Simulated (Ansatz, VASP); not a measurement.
## One calculation of InSe, two programs

```
In Se
1.0
     4.03560    0.00000    0.00000
    -2.01780    3.49493    0.00000
     0.00000    0.00000   16.62236
In Se
4 4
Direct
  0.00000 0.00000 0.58402
  0.00000 0.00000 0.41598
  0.33333 0.66667 0.91598
  0.33333 0.66667 0.08402
  0.66667 0.33333 0.83866
  0.66667 0.33333 0.16134
  0.33333 0.66667 0.66126
  0.33333 0.66667 0.33874
```

Alike in both runs: task single point; functional PBE; dispersion D3(BJ); k mesh 12 × 12 × 2; occupations gaussian, width 0.01 eV; no spin polarisation.

|  | VASP | Ansatz |
| --- | --- | --- |
| version | VASP 6.6.1 | Ansatz 0.2.0 |
| potentials or method | VASP PAW PBE potentials, release 64 (In_d, Se), cutoff 500 eV | scalar-relativistic, plane waves, PAW |
| valence electrons in the cell | 76 | 116 |

```csv
,VASP,Ansatz,Ansatz less VASP
gap on the k mesh at the Fermi level (eV),0.29,0.30,+0.013
least direct gap on the mesh (eV),0.29,0.30,+0.013
pressure (GPa),0.0,0.0,-0.04
rms of the force components (eV/Å),0.007,0.001,-0.0063
```

Atom by atom the forces differ by 0.008 eV/Å (rms over components). VASP's potentials hold 76 valence electrons a cell and Ansatz's 116, so a difference there can come from the potentials and not from the codes.
